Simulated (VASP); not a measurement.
## CdS: single point with LDA

CdS:

```xyz
2
Lattice="0.0000 2.9165 2.9165 2.9165 0.0000 2.9165 2.9165 2.9165 0.0000" Properties=species:S:1:pos:R:3 pbc="T T T"
Cd    0.0000    0.0000    0.0000
S     1.4583    1.4583    1.4583
```

| Item | Value |
| --- | --- |
| Program | VASP 6.6.1 |
| Task | single point |
| Functional | LDA |
| Potentials or basis | VASP PAW LDA potentials, release 64 (Cd, S) |
| Cutoff | 500 eV |
| k mesh | 6 × 6 × 6 |
| Occupations | gaussian, width 0.01 eV |
| Spin | no spin polarisation |
| Dipole correction | no |
| Further INCAR settings | ALGO = Normal; EDIFF = 1e-06; NBANDS = 16 |

```json
{
 "Pressure": "-2.0 GPa",
 "Band gap on the k mesh": "0.89 eV"
}
```

Levels at points of the mesh, in eV from the valence-band top:
```
           k point  band 5  band 6  band 7  band 8  band 9  band 10  band 11  band 12  band 13  band 14
(0.00, 0.00, 0.00)   -7.30   -7.30    0.00    0.00    0.00     0.89     6.36     6.36     6.36    11.08
(0.50, 0.00, 0.00)   -7.26   -6.91   -4.52   -0.77   -0.77     2.78     6.84     6.84     7.22    10.76
(0.50, 0.50, 0.00)   -7.21   -6.85   -4.06   -1.92   -1.92     3.31     4.17     8.95    10.54    10.54
```

Wall time 7.1 s on 1 thread of Intel(R) Xeon(R) 6975P-C (Granite Rapids) (shared host), peak memory 0.14 GiB.

A hybrid or GW would open this gap; LDA tends to underestimate it.
